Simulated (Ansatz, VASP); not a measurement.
# Two plane-wave programs on Fe2Pt3

```
CELL_PARAMETERS angstrom
2.73016 0.00000 0.00000
-1.36508 2.36439 0.00000
0.00000 0.00000 22.41001
ATOMIC_POSITIONS crystal
Fe 0.33333 0.66667 0.50000
Fe 0.66667 0.33333 0.00000
Fe 0.66667 0.33333 0.40777
Fe 0.66667 0.33333 0.59223
Pt 0.33333 0.66667 0.68667
Pt 0.33333 0.66667 0.90555
Pt 0.33333 0.66667 0.09445
Pt 0.33333 0.66667 0.31333
Pt 0.66667 0.33333 0.79614
Pt 0.66667 0.33333 0.20386
```

Alike in both runs: functional PBE; k mesh 6 × 6 × 1; occupations gaussian, width 0.1 eV; collinear spin.

Ansatz relaxed the structure, and its values are those at the end. VASP's run is a single point on that final structure, the one shown.

|  | VASP | Ansatz |
| --- | --- | --- |
| version | VASP 6.6.1 | Ansatz 0.2.0 |
| potentials or method | VASP PAW PBE potentials, release 64 (Fe, Pt), cutoff 520 eV | scalar-relativistic, plane waves, PAW |
| valence electrons in the cell | 92 | 172 |

|  | VASP | Ansatz | Ansatz less VASP |
| --- | --- | --- | --- |
| gap on the k mesh at the Fermi level (eV) | none | none | - |
| pressure (GPa) | -0.5 | -0.2 | +0.39 |
| rms of the force components (eV/Å) | 0.004 | 0.006 | +0.0015 |
| net moment per atom (μB) | 1.20 | 1.20 | 0.000 |
| size of the moment on the site where the two differ most (μB) | 2.74 | 2.79 | +0.048 |

Site moments also hang on the region over which each program counts them. A gap of «none» marks a metal or a gap that the smearing closes. VASP's potentials hold 92 valence electrons a cell and Ansatz's 172, so a difference there can come from the potentials and not from the codes.

The k mesh is coarse, so the values compare programs but aren't converged. Spin-orbit coupling is off throughout.
